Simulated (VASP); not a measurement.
# BN (P6_3mc) in VASP: a series of runs, part 2 of 3

VASP 6.6.1. The steps go on from the part before.

## 3. Single point, LDA

This run uses another cell than the first one, of 5.76 Å³/atom, 0.964 times its volume.

The input, INCAR:

```
PREC     = Accurate       # precision mode
ENCUT    = 910            # plane-wave cutoff, eV
EDIFF    = 1E-6           # SCF threshold, eV
ISMEAR   = -1             # smearing method
SIGMA    = 0.02           # smearing width, eV
LREAL    = F              # projectors in reciprocal space
LASPH    = T              # aspherical terms in the spheres
NELM     = 120            # most SCF steps
ALGO     = Normal         # electronic algorithm
ISIF     = 2              # what is computed and relaxed
LWAVE    = F              # write WAVECAR
LCHARG   = F              # write CHGCAR
NBANDS   = 16             # bands
GGA_COMPAT= F
```

The input, KPOINTS:

```
regular mesh
0
Gamma
  12 12 6
```

The input, POSCAR:

```
BN
1.0
    2.5232260670      0.0000000000      0.0000000000
   -1.2616130335      2.1851778735      0.0000000000
    0.0000000000      0.0000000000      4.1751707746
B N
2 2
Direct
    0.6666666667      0.3333333333      0.0002997875
    0.3333333333      0.6666666667      0.5002997875
    0.6666666667      0.3333333333      0.3747002125
    0.3333333333      0.6666666667      0.8747002125
```

Potentials or basis: VASP PAW LDA potentials, release 64 (B_h, N_h).

Launch:

```
> cat potpaw_LDA.64/B_h/POTCAR potpaw_LDA.64/N_h/POTCAR > POTCAR
> mpirun -np 1 vasp_std > vasp.out
```

OUTCAR:

```text
PREC = Accurate
   ENCUT = 910
   EDIFF = 1E-6
   ISMEAR = -1
   LREAL = F
   LASPH = T
   NELM = 120
   ISIF = 2

 ion  position               nearest neighbor table
   1  0.667  0.333  0.000-
   2  0.333  0.667  0.500-
   3  0.667  0.333  0.375-
   4  0.333  0.667  0.875-

  LATTYP: Found a hexagonal cell.
 ALAT       =     2.5232260670
 C/A-ratio  =     1.6546954826

  Lattice vectors:

 A1 = (   2.5232260670,   0.0000000000,   0.0000000000)
 A2 = (  -1.2616130335,   2.1851778735,   0.0000000000)
 A3 = (   0.0000000000,   0.0000000000,   4.1751707746)

Analysis of symmetry for initial positions (statically):
=====================================================================
 Subroutine PRICEL returns:
 Original cell was already a primitive cell.

 Routine SETGRP: Setting up the symmetry group for a
 hexagonal supercell.

 Subroutine GETGRP returns: Found 12 space group operations
 (whereof  6 operations were pure point group operations)
 out of a pool of 24 trial point group operations.

The static configuration has the point symmetry C_3v.
 The point group associated with its full space group is C_6v.

Analysis of symmetry for dynamics (positions and initial velocities):
=====================================================================
 Subroutine PRICEL returns:
 Original cell was already a primitive cell.

 Routine SETGRP: Setting up the symmetry group for a
 hexagonal supercell.

 Subroutine GETGRP returns: Found 12 space group operations
 (whereof  6 operations were pure point group operations)
 out of a pool of 24 trial point group operations.

The dynamic configuration has the point symmetry C_3v.
 The point group associated with its full space group is C_6v.

 Subroutine INISYM returns: Found 12 space group operations
 (whereof  6 operations are pure point group operations),
 and found     1 'primitive' translations

----------------------------------------------------------------------------------------

                                     Primitive cell

  volume of cell :      23.0206

  direct lattice vectors                    reciprocal lattice vectors
     2.523226067  0.000000000  0.000000000     0.396318036  0.228814325  0.000000000
    -1.261613033  2.185177873  0.000000000     0.000000000  0.457628650  0.000000000
     0.000000000  0.000000000  4.175170775     0.000000000  0.000000000  0.239511161

  length of vectors
     2.523226067  2.523226067  4.175170775     0.457628650  0.457628650  0.239511161

  position of ions in fractional coordinates (direct lattice)
     0.666666667  0.333333333  0.000299787
     0.333333333  0.666666667  0.500299787
     0.666666667  0.333333333  0.374700213
     0.333333333  0.666666667  0.874700213

  ion indices of the primitive-cell ions
   primitive index   ion index
                 1           1
                 2           2
                 3           3
                 4           4

----------------------------------------------------------------------------------------

 KPOINTS: regular mesh

Automatic generation of k-mesh.
 Grid dimensions read from file:
 generate k-points for:   12   12    6

 Generating k-lattice:

  Cartesian coordinates                     Fractional coordinates (reciprocal lattice)
     0.033026503  0.019067860  0.000000000     0.083333333  0.000000000  0.000000000
     0.000000000  0.038135721  0.000000000     0.000000000  0.083333333  0.000000000
     0.000000000  0.000000000  0.039918527     0.000000000  0.000000000  0.166666667

  Length of vectors
     0.038135721  0.038135721  0.039918527

  Shift w.r.t. Gamma in fractional coordinates (k-lattice)
     0.000000000  0.000000000  0.000000000

 Subroutine IBZKPT returns following result:
 ===========================================

 Found     76 irreducible k-points:

 Following reciprocal coordinates:
            Coordinates               Weight
  0.000000  0.000000  0.000000      1.000000
  0.083333  0.000000  0.000000      6.000000
  0.166667  0.000000  0.000000      6.000000
  0.250000  0.000000  0.000000      6.000000
  0.333333  0.000000  0.000000      6.000000
  0.416667  0.000000  0.000000      6.000000
[... 16 lines left out ...]
  0.250000  0.000000  0.166667     12.000000
  0.333333  0.000000  0.166667     12.000000
 [... further k-points ...]
   k-points           NKPTS =     76   k-points in BZ     NKDIM =     76   number of bands    NBANDS=     16
   number of dos      NEDOS =    301   number of ions     NIONS =      4
   total plane-waves  NPLWV =  32928
   dimension x,y,z NGX =    28 NGY =   28 NGZ =   42
   dimension x,y,z NGXF=    56 NGYF=   56 NGZF=   84
   ions per type =               2   2
   NGX,Y,Z   is equivalent  to a cutoff of  18.45, 18.45, 16.72 a.u.
   NGXF,Y,Z  is equivalent  to a cutoff of  36.90, 36.90, 33.45 a.u.
 SYSTEM =  unknown system
   PREC   = accura    normal or accurate (medium, high low for compatibility)
   ISTART =      0    job   : 0-new  1-cont  2-samecut
   ICHARG =      2    charge: 1-file 2-atom 10-const
   ISPIN  =      1    spin polarized calculation?
   LNONCOLLINEAR =      F non collinear calculations
   LSORBIT =      F    spin-orbit coupling
   LASPH  =      T    aspherical Exc in radial PAW
   ENCUT  =  910.0 eV  66.88 Ry    8.18 a.u.   6.21  6.21 10.27*2*pi/ulx,y,z
   NELM   =    120;   NELMIN=  2; NELMDL= -5     # of ELM steps
   EDIFF  = 0.1E-05   stopping-criterion for ELM
   LREAL  =      F    real-space projection
   EDIFFG = 0.1E-04   stopping-criterion for IOM
   NSW    =      0    number of steps for IOM
   IBRION =     -1    ionic relax: 0-MD 1-quasi-New 2-CG
   NFREE  =      0    steps in history (QN), initial steepest desc. (CG)
   ISIF   =      2    stress and relaxation
   ISYM   =      2    0-nonsym 1-usesym 2-fastsym
   POTIM  = 0.5000    time-step for ionic-motion
   TEBEG  =    0.0;   TEEND  =   0.0 temperature during run
   PSTRESS=    0.0 pullay stress
   NELECT =      16.0000    total number of electrons
   NUPDOWN=      -1.0000    fix difference up-down
   EMIN   =  10.00;   EMAX   =-10.00  energy-range for DOS
   EFERMI =   0.00;   METHOD = LEGACY
   ISMEAR =    -1;   SIGMA  =   0.02  broadening in eV -4-tet -1-fermi 0-gaus
   EFERMI_NEDOS =   21; number of points for ismear=-14 and -15
   IALGO  =     38    algorithm
   IMIX   =      4    mixing-type and parameters
     AMIX     =   0.40;   BMIX     =  1.00
     AMIX_MAG =   1.60;   BMIX_MAG =  1.00
  volume/ion in A,a.u.               =       5.76        38.84
  Fermi-wavevector in a.u.,A,eV,Ry     =   1.450137  2.740362 28.611663  2.102898
  Thomas-Fermi vector in A             =   2.567784
   LORBIT       =      0    0 simple, 1 ext, 2 COOP (PROOUT), +10 PAW based schemes
   GGA     = CA    functional components
   LHFCALC =     F    Hartree Fock is set to
   AEXX    =    0.0000 exact exchange contribution
   IVDW    =     0    specifies the selected vdW correction
   LEPSILON=     F    determine dielectric tensor
   LRPA    =     F    only Hartree local field effects (RPA)
 non-spin polarized calculation
  energy-cutoff  :      910.00
  volume of cell :       23.02
 maximum number of plane-waves:      1472
 NGX is ok and might be reduce to    28
   NGX = 13   NGY = 13   NGZ = 21

 number of electron      16.0000000 magnetization

 Free energy of the ion-electron system (eV)
  ---------------------------------------------------
  ext. energy  EPLUGINS =         0.00000000
  ---------------------------------------------------
  free energy    TOTEN  =       -38.76684389 eV

  energy without entropy =      -38.76684389  energy(sigma->0) =      -38.76684389

 E-fermi :   9.8014     XC(G=0): -13.3861

 val. band max:        9.3843498635   @ k =   0.0000   0.0000   0.0000
 cond. band min:      14.2921859249   @ k =   0.3333   0.3333   0.0000
 fundamental gap:      4.9078360614
 Fermi energy:         9.8014113259

 k-point     1 :       0.0000    0.0000    0.0000
  band No.  band energies     occupation
      1     -11.1702      2.00000
      2      -6.8324      2.00000
      3      -1.8192      2.00000
      4       7.1959      2.00000
      5       7.1959      2.00000
      6       9.0884      2.00000
[... 433 lines left out ...]
      3       0.3693      2.00000
      4       1.8497      2.00000
      5       3.3444      2.00000
      6       4.9524      2.00000
[... 8 lines left out ...]
     15      25.5534      0.00000
     16      25.9250      0.00000

 [... further k-points ...]

------------------------ aborting loop because EDIFF is reached ----------------------------------------

  FORCE on cell =-STRESS in cart. coord.  units (eV):
  Direction    XX          YY          ZZ          XY          YZ          ZX
  --------------------------------------------------------------------------------------
  -------------------------------------------------------------------------------------
  Total        0.0621220      0.0621220      0.0621200      0.0000000      0.0000000      0.0000000
  in kB        4.3235317      4.3235317      4.3233963      0.0000000      0.0000000      0.0000000
  external PRESSURE =       4.3234866 kB  Pullay stress =       0.0000000 kB

 VOLUME and BASIS-vectors are now :
 -----------------------------------------------------------------------------
  energy-cutoff  :      910.00
  volume of cell :       23.02
      direct lattice vectors                 reciprocal lattice vectors
     2.523226067  0.000000000  0.000000000     0.396318036  0.228814325  0.000000000
    -1.261613033  2.185177873  0.000000000     0.000000000  0.457628650  0.000000000
     0.000000000  0.000000000  4.175170775     0.000000000  0.000000000  0.239511161

 POSITION                                       TOTAL-FORCE (eV/Angst)
 -----------------------------------------------------------------------------------
      1.26161      0.72839      0.00125         0.000000      0.000000      0.002194
     -0.00000      1.45679      2.08884         0.000000      0.000000      0.002194
      1.26161      0.72839      1.56444        -0.000000      0.000000     -0.002194
     -0.00000      1.45679      3.65202         0.000000      0.000000     -0.002194
 -----------------------------------------------------------------------------------
    total drift:                                0.000000     -0.000000     -0.000882

  FREE ENERGIE OF THE ION-ELECTRON SYSTEM (eV)
  ---------------------------------------------------
  free  energy   TOTEN  =       -38.7668438875 eV

  energy  without entropy=      -38.7668438875  energy(sigma->0) =      -38.76684389
```

It took 52 s on 1 thread of Intel Xeon Platinum 8488C (Sapphire Rapids), shared host; peak memory 0.17 GiB.

Results:

```yaml
Free_energy: -38.7668 eV
Pressure: 0.4 GPa
Band_gap_on_the_k_mesh: 4.91 eV, indirect (least direct gap 8.28 eV)
```

Forces in eV/Å, atoms in the order of the input:
```
B    0.000  0.000  0.002
B    0.000  0.000  0.002
N    0.000  0.000 -0.002
N    0.000  0.000 -0.002
```

Levels at points of the mesh, in eV from the valence-band top:
```csv
k point,band 4,band 5,band 6,band 7,band 8,band 9,band 10,band 11,band 12,band 13
"(0.00, 0.00, 0.00)",-2.19,-2.19,-0.30,0.00,0.00,8.34,8.34,8.63,9.93,11.23
"(0.50, 0.00, 0.00)",-7.93,-7.05,-5.14,-4.60,-2.18,6.71,7.89,10.60,11.65,13.16
"(0.00, 0.00, 0.50)",-5.82,-1.21,-1.21,-1.21,-1.21,9.70,9.70,9.94,9.94,9.94
"(0.50, 0.00, 0.50)",-10.25,-3.89,-3.89,-3.67,-3.67,6.58,6.58,10.15,10.15,14.38
```

Caveat: the cutoff is under 1.25 times the usual one of these potentials, so pressure, stress and relaxed cells hold a basis-set (Pulay) error.

## 4. Single point, r2SCAN

This run uses another cell than the first one, of 5.90 Å³/atom, 0.988 times its volume.

The input, POSCAR:

```
BN
1.0
    2.5439493036      0.0000000000      0.0000000000
   -1.2719746518      2.2031247228      0.0000000000
    0.0000000000      0.0000000000      4.2078167811
B N
2 2
Direct
    0.6666666667      0.3333333333      0.0002035744
    0.3333333333      0.6666666667      0.5002035744
    0.6666666667      0.3333333333      0.3747964256
    0.3333333333      0.6666666667      0.8747964256
```

The input, INCAR.step1:

```
PREC = Accurate
ENCUT = 910
ISMEAR = 0
SIGMA = 0.01
LREAL = F
LASPH = T
NELM = 120
NBANDS = 16
GGA = PE
ALGO = Normal
EDIFF = 1E-5
LWAVE = T
LCHARG = F
GGA_COMPAT = F
```

The input, INCAR.step2:

```
PREC = Accurate
ENCUT = 910
EDIFF = 1E-6
ISMEAR = 0
SIGMA = 0.01
LREAL = F
LASPH = T
NELM = 120
ALGO = Normal
ISIF = 2
LWAVE = F
LCHARG = F
METAGGA = R2SCAN
LMIXTAU = T
NBANDS = 16
ISTART = 1
GGA_COMPAT = F
```

The input, KPOINTS:

```
Automatic mesh
0
Gamma
  12 12 6
```

Potentials or basis: VASP PAW PBE potentials, release 64 (B_h, N_h).

Launch:

```
> cat potpaw_PBE.64/B_h/POTCAR potpaw_PBE.64/N_h/POTCAR > POTCAR
> cp INCAR.step1 INCAR
> mpirun -np 1 vasp_std > vasp.out
> cp INCAR.step2 INCAR
> mpirun -np 1 vasp_std > vasp.out
```

It took 2.9 min on 1 thread of Intel Xeon Platinum 8375C at 2.90GHz (Ice Lake), shared host; peak memory 0.21 GiB.

Results (log left out):

```
Free energy            : -38.3217 eV
Pressure               : -0.6 GPa
Band gap on the k mesh : 5.74 eV, indirect (least direct gap 9.00 eV)
```

Forces in eV/Å, atoms in the order of the input:
```
B    0.000  0.000 -0.003
B    0.000  0.000 -0.003
N    0.000  0.000  0.003
N    0.000  0.000  0.003
```

Levels at points of the mesh, in eV from the valence-band top:
```csv
k point,band 4,band 5,band 6,band 7,band 8,band 9,band 10,band 11,band 12,band 13
"(0.00, 0.00, 0.00)",-2.21,-2.21,-0.27,0.00,0.00,9.10,9.10,9.33,10.22,11.56
"(0.50, 0.00, 0.00)",-8.15,-7.20,-5.18,-4.53,-2.19,7.31,8.61,11.40,12.23,13.87
"(0.00, 0.00, 0.50)",-5.96,-1.22,-1.22,-1.22,-1.22,10.25,10.25,10.71,10.71,10.71
"(0.50, 0.00, 0.50)",-10.42,-3.92,-3.92,-3.72,-3.72,7.21,7.21,10.72,10.72,15.34
```

Caveat: the cutoff is under 1.25 times the usual one of these potentials, so pressure, stress and relaxed cells hold a basis-set (Pulay) error; the PAW data sets were made with another functional, which shifts forces and pressure a little.

[end of part 2 of 3]
